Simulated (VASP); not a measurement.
# Hf (P6_3/mmc) in VASP: vibrations by perturbation theory with PBEsol

Aim: the vibrations by perturbation theory of Hf with PBEsol.

All numbers are computed with VASP 6.6.1; they aren't measurements. Logs are shortened: lines on timing, memory, paths and dates and some standing lists are left out, and cuts for length are marked.

## 1. The cell of the first run

It takes space group P6_3/mmc (No. 194, hexagonal). Conventional cell: a = 3.191 Å, b = 3.191 Å, c = 5.048 Å, α = 90.00°, β = 90.00°, γ = 120.00°. Hf (site symmetry -6m2) has 12 Hf at 3.12 to 3.19 Å within 4.1 Å.

## 2. Vibrations by perturbation theory, PBEsol (22.25 Å³/atom)

The input, INCAR:

```
ALGO = Normal
EDIFF = 1E-8
ENCUT = 520
GGA = PS
IBRION = 8
ISIF = 2
ISMEAR = -1
LASPH = True
LCHARG = True
LREAL = False
LWAVE = False
NBANDS = 17
NELM = 100
NSW = 1
PREC = Accurate
SIGMA = 0.05
```

The input, KPOINTS:

```
k-points
0
Gamma
  14 14 8
```

The input, POSCAR:

```
Hf
1.0
    3.1908043964      0.0000000000      0.0000000000
   -1.5954021982      2.7633176658      0.0000000000
    0.0000000000      0.0000000000      5.0475354641
Hf
2
Direct
    0.3333333333      0.6666666667      0.2500000000
    0.6666666667      0.3333333333      0.7500000000
```

Potentials or basis: VASP PAW PBE potentials, release 64 (Hf_pv).

On the command line:

```console
$ cat potpaw_PBE.64/Hf_pv/POTCAR > POTCAR
$ mpirun -np 1 vasp_std > vasp.out
```

OUTCAR:

```text
EDIFF = 1E-8
   ENCUT = 520
   GGA = PS
   IBRION = 8
   ISIF = 2
   ISMEAR = -1
   LASPH = True
   LREAL = False
   NELM = 100
   NSW = 1
   PREC = Accurate

 ion  position               nearest neighbor table
   1  0.333  0.667  0.250-   2 3.12   2 3.12   2 3.12   2 3.12   2 3.12   2 3.12
   2  0.667  0.333  0.750-   1 3.12   1 3.12   1 3.12   1 3.12   1 3.12   1 3.12

  LATTYP: Found a hexagonal cell.
 ALAT       =     3.1908043964
 C/A-ratio  =     1.5819006235

  Lattice vectors:

 A1 = (   3.1908043964,   0.0000000000,   0.0000000000)
 A2 = (  -1.5954021982,   2.7633176658,   0.0000000000)
 A3 = (   0.0000000000,   0.0000000000,   5.0475354641)

Analysis of symmetry for initial positions (statically):
=====================================================================
 Subroutine PRICEL returns:
 Original cell was already a primitive cell.

 Routine SETGRP: Setting up the symmetry group for a
 hexagonal supercell.

 Subroutine GETGRP returns: Found 24 space group operations
 (whereof 12 operations were pure point group operations)
 out of a pool of 24 trial point group operations.

The static configuration has the point symmetry D_3d.
 The point group associated with its full space group is D_6h.

Analysis of symmetry for dynamics (positions and initial velocities):
=====================================================================
 Subroutine PRICEL returns:
 Original cell was already a primitive cell.

 Routine SETGRP: Setting up the symmetry group for a
 hexagonal supercell.

 Subroutine GETGRP returns: Found 24 space group operations
 (whereof 12 operations were pure point group operations)
 out of a pool of 24 trial point group operations.

The dynamic configuration has the point symmetry D_3d.
 The point group associated with its full space group is D_6h.

 Subroutine INISYM returns: Found 24 space group operations
 (whereof 12 operations are pure point group operations),
 and found     1 'primitive' translations

----------------------------------------------------------------------------------------

                                     Primitive cell

  volume of cell :      44.5052

  direct lattice vectors                    reciprocal lattice vectors
     3.190804396  0.000000000  0.000000000     0.313400596  0.180941919  0.000000000
    -1.595402198  2.763317666  0.000000000     0.000000000  0.361883837  0.000000000
     0.000000000  0.000000000  5.047535464     0.000000000  0.000000000  0.198116488

  length of vectors
     3.190804396  3.190804396  5.047535464     0.361883837  0.361883837  0.198116488

  position of ions in fractional coordinates (direct lattice)
     0.333333333  0.666666667  0.250000000
     0.666666667  0.333333333  0.750000000

  ion indices of the primitive-cell ions
   primitive index   ion index
                 1           1
                 2           2

----------------------------------------------------------------------------------------

 KPOINTS: k-points

Automatic generation of k-mesh.
 Grid dimensions read from file:
 generate k-points for:   14   14    8

 Generating k-lattice:

  Cartesian coordinates                     Fractional coordinates (reciprocal lattice)
     0.022385757  0.012924423  0.000000000     0.071428571  0.000000000  0.000000000
     0.000000000  0.025848846  0.000000000     0.000000000  0.071428571  0.000000000
     0.000000000  0.000000000  0.024764561     0.000000000  0.000000000  0.125000000

  Length of vectors
     0.025848846  0.025848846  0.024764561

  Shift w.r.t. Gamma in fractional coordinates (k-lattice)
     0.000000000  0.000000000  0.000000000

 Subroutine IBZKPT returns following result:
 ===========================================

 Found    120 irreducible k-points:

 Following reciprocal coordinates:
            Coordinates               Weight
  0.000000  0.000000  0.000000      1.000000
  0.071429  0.000000  0.000000      6.000000
  0.142857  0.000000  0.000000      6.000000
  0.214286 -0.000000  0.000000      6.000000
  0.285714  0.000000  0.000000      6.000000
  0.357143 -0.000000  0.000000      6.000000
[... 16 lines left out ...]
  0.285714  0.285714  0.000000      6.000000
  0.357143  0.285714  0.000000      6.000000
 [... further k-points ...]
   k-points           NKPTS =    120   k-points in BZ     NKDIM =    120   number of bands    NBANDS=     17
   number of dos      NEDOS =    301   number of ions     NIONS =      2
   total plane-waves  NPLWV =  23040
   dimension x,y,z NGX =    24 NGY =   24 NGZ =   40
   dimension x,y,z NGXF=    48 NGYF=   48 NGZF=   80
   ions per type =               2
   NGX,Y,Z   is equivalent  to a cutoff of  12.50, 12.50, 13.17 a.u.
   NGXF,Y,Z  is equivalent  to a cutoff of  25.01, 25.01, 26.35 a.u.
 SYSTEM =  unknown system
   PREC   = accura    normal or accurate (medium, high low for compatibility)
   ISTART =      0    job   : 0-new  1-cont  2-samecut
   ICHARG =      2    charge: 1-file 2-atom 10-const
   ISPIN  =      1    spin polarized calculation?
   LNONCOLLINEAR =      F non collinear calculations
   LSORBIT =      F    spin-orbit coupling
   LASPH  =      T    aspherical Exc in radial PAW
   ENCUT  =  520.0 eV  38.22 Ry    6.18 a.u.   5.93  5.93  9.39*2*pi/ulx,y,z
   NELM   =    100;   NELMIN=  2; NELMDL= -5     # of ELM steps
   EDIFF  = 0.1E-07   stopping-criterion for ELM
   LREAL  =      F    real-space projection
   EDIFFG = 0.1E-06   stopping-criterion for IOM
   NSW    =      1    number of steps for IOM
   IBRION =      8    ionic relax: 0-MD 1-quasi-New 2-CG
   NFREE  =      0    steps in history (QN), initial steepest desc. (CG)
   ISIF   =      2    stress and relaxation
   ISYM   =      2    0-nonsym 1-usesym 2-fastsym
   POTIM  = 0.5000    time-step for ionic-motion
   TEBEG  =    0.0;   TEEND  =   0.0 temperature during run
   PSTRESS=    0.0 pullay stress
   NELECT =      20.0000    total number of electrons
   NUPDOWN=      -1.0000    fix difference up-down
   EMIN   =  10.00;   EMAX   =-10.00  energy-range for DOS
   EFERMI =   0.00;   METHOD = LEGACY
   ISMEAR =    -1;   SIGMA  =   0.05  broadening in eV -4-tet -1-fermi 0-gaus
   EFERMI_NEDOS =   21; number of points for ismear=-14 and -15
   IALGO  =     38    algorithm
   IMIX   =      4    mixing-type and parameters
     AMIX     =   0.40;   BMIX     =  1.00
     AMIX_MAG =   1.60;   BMIX_MAG =  1.00
  volume/ion in A,a.u.               =      22.25       150.17
  Fermi-wavevector in a.u.,A,eV,Ry     =   1.253953  2.369628 21.393786  1.572399
  Thomas-Fermi vector in A             =   2.387781
   LORBIT       =      0    0 simple, 1 ext, 2 COOP (PROOUT), +10 PAW based schemes
   GGA     = PS    functional components
   LHFCALC =     F    Hartree Fock is set to
   AEXX    =    0.0000 exact exchange contribution
   IVDW    =     0    specifies the selected vdW correction
   LEPSILON=     F    determine dielectric tensor
   LRPA    =     F    only Hartree local field effects (RPA)
 non-spin polarized calculation
  energy-cutoff  :      520.00
  volume of cell :       44.51
 maximum number of plane-waves:      1220
 NGX is ok and might be reduce to    24
   NGX = 11   NGY = 11   NGZ = 19

--------------------------------------- Ionic step        1  -------------------------------------------

 number of electron      20.0000003 magnetization

 Free energy of the ion-electron system (eV)
  ---------------------------------------------------
  ext. energy  EPLUGINS =         0.00000000
  ---------------------------------------------------
  free energy    TOTEN  =       -20.99755574 eV

  energy without entropy =      -20.98664789  energy(sigma->0) =      -20.99210182

 E-fermi :   4.7972     XC(G=0): -11.4155

 val. band max:        4.7914762243   @ k =   0.4286   0.1429   0.3750
 cond. band min:       4.8162435713   @ k =   0.0714   0.0000   0.5000
 fundamental gap:      0.0247673471
 Fermi energy:         4.7972072444

 k-point     1 :       0.0000    0.0000    0.0000
  band No.  band energies     occupation
      1     -26.2319      2.00000
      2     -25.4686      2.00000
      3     -25.4686      2.00000
      4     -25.3425      2.00000
      5     -25.3374      2.00000
      6     -25.3374      2.00000
[... 457 lines left out ...]
      4     -25.7395      2.00000
      5     -25.6677      2.00000
      6     -25.6431      2.00000
[... 9 lines left out ...]
     16      10.6020      0.00000
     17      10.6238      0.00000

 [... further k-points ...]

------------------------ aborting loop because EDIFF is reached ----------------------------------------

  FORCE on cell =-STRESS in cart. coord.  units (eV):
  Direction    XX          YY          ZZ          XY          YZ          ZX
  --------------------------------------------------------------------------------------
  -------------------------------------------------------------------------------------
  Total       -0.9732014     -0.9732014     -1.0483815      0.0000000      0.0000000      0.0000000
  in kB      -35.0350661    -35.0350661    -37.7415350      0.0000000      0.0000000      0.0000000
  external PRESSURE =     -35.9372224 kB  Pullay stress =       0.0000000 kB

 VOLUME and BASIS-vectors are now :
 -----------------------------------------------------------------------------
  energy-cutoff  :      520.00
  volume of cell :       44.51
      direct lattice vectors                 reciprocal lattice vectors
     3.190804396  0.000000000  0.000000000     0.313400596  0.180941919  0.000000000
    -1.595402198  2.763317666  0.000000000     0.000000000  0.361883837  0.000000000
     0.000000000  0.000000000  5.047535464     0.000000000  0.000000000  0.198116488

 POSITION                                       TOTAL-FORCE (eV/Angst)
 -----------------------------------------------------------------------------------
     -0.00000      1.84221      1.26188        -0.000000     -0.000000      0.000000
      1.59540      0.92111      3.78565         0.000000      0.000000      0.000000
 -----------------------------------------------------------------------------------
    total drift:                                0.000000     -0.000000      0.000000

  FREE ENERGIE OF THE ION-ELECTRON SYSTEM (eV)
  ---------------------------------------------------
  free  energy   TOTEN  =       -20.9975557377 eV

  energy  without entropy=      -20.9866478936  energy(sigma->0) =      -20.99210182

[... ionic steps 2 to 3 ...]

--------------------------------------- Ionic step        4  -------------------------------------------

------------------------ aborting loop because EDIFF is reached ----------------------------------------

[... ionic steps 5 to 5 ...]

--------------------------------------- Ionic step        6  -------------------------------------------

 Free energy of the ion-electron system (eV)
  ---------------------------------------------------
  ---------------------------------------------------
  free energy    TOTEN  =        -0.25226959 eV

  energy without entropy =       -0.25226959

------------------------ aborting loop because EDIFF is reached ----------------------------------------

 INTERNAL STRAIN TENSOR  FOR ION    1  DIRECTION 3   (eV/Angst):
 -----------------------------------------------------------------------------
     0.04273 -0.00000 -0.00000
     0.00000  0.04273  0.00000
    -0.00000 -0.00000 -0.08217

 INTERNAL STRAIN TENSOR FOR ION    2 for displacements in x,y,z  (eV/Angst):
          X           Y           Z          XY          YZ          ZX
  --------------------------------------------------------------------------------
  x    -0.00000     0.00000     0.00000     2.73059     0.00000     0.00000
  y     2.73059    -2.73059     0.00000     0.00000     0.00000     0.00000
  z     0.00000    -0.00000     0.00000     0.00000     0.00000     0.00000

 SECOND DERIVATIVES (NOT SYMMETRIZED)
 ------------------------------------
               1X          1Y          1Z          2X          2Y          2Z
  1X    -2.187830    0.000000    0.000000    2.187830    0.000000    0.000000
  1Y     0.000000   -2.187830    0.000000    0.000000    2.187830    0.000000
  1Z     0.000000    0.000000   -2.578495   -0.000000    0.000000    2.578495
  2X     2.187830    0.000000    0.000000   -2.187830    0.000000    0.000000
  2Y     0.000000    2.187830    0.000000    0.000000   -2.187830    0.000000
  2Z    -0.000000    0.000000    2.578495    0.000000    0.000000   -2.578495

 Eigenvectors and eigenvalues of the dynamical matrix
 ----------------------------------------------------

   1 f  =    2.657308 THz    16.696360 2PiTHz   88.638261 cm-1    10.989739 meV
             X         Y         Z           dx          dy          dz
     -0.000000  1.842212  1.261884     0.000000    0.000000   -0.707107
      1.595402  0.921106  3.785652    -0.000000    0.000000    0.707107
[... 16 lines left out ...]
   5 f  =    0.000000 THz     0.000000 2PiTHz    0.000000 cm-1     0.000000 meV
             X         Y         Z           dx          dy          dz
     -0.000000  1.842212  1.261884    -0.000000    0.000000    0.707107
      1.595402  0.921106  3.785652     0.000000    0.000000    0.707107

   6 f/i=    0.000000 THz     0.000000 2PiTHz    0.000001 cm-1     0.000000 meV
             X         Y         Z           dx          dy          dz
     -0.000000  1.842212  1.261884     0.707107   -0.000000   -0.000000
      1.595402  0.921106  3.785652     0.707107   -0.000000    0.000000

--------------------------------------------------------------------------------------------------------

 ELASTIC MODULI CONTR FROM IONIC RELAXATION (kBar)
 Direction    XX          YY          ZZ          XY          YZ          ZX
 --------------------------------------------------------------------------------
 XX        -122.6873    122.6873      0.0000      0.0000      0.0000      0.0000
 YY         122.6873   -122.6873      0.0000     -0.0000      0.0000      0.0000
 ZZ           0.0000      0.0000      0.0000      0.0000      0.0000      0.0000
 XY           0.0000     -0.0000      0.0000   -122.6873      0.0000      0.0000
 YZ           0.0000      0.0000      0.0000      0.0000      0.0000      0.0000
 ZX           0.0000      0.0000      0.0000      0.0000      0.0000      0.0000
 --------------------------------------------------------------------------------
```

Wall time 6.5 min (1 thread of Intel Xeon 6975P-C (Granite Rapids), shared host); peak memory 0.75 GiB.

Results:

- Highest phonon frequency at Γ: 89 cm⁻¹

Phonon frequencies in cm⁻¹ (negative: imaginary):
```tsv
q point	frequencies
(0.000, 0.000, 0.000)	0 0 0 82 82 89
```

Caveat: the cell stands under pressure or tension, which shifts response properties; the PAW data sets were made with another functional, which shifts forces and pressure a little; spin-orbit coupling is left out, which moves the levels of the heavy elements.
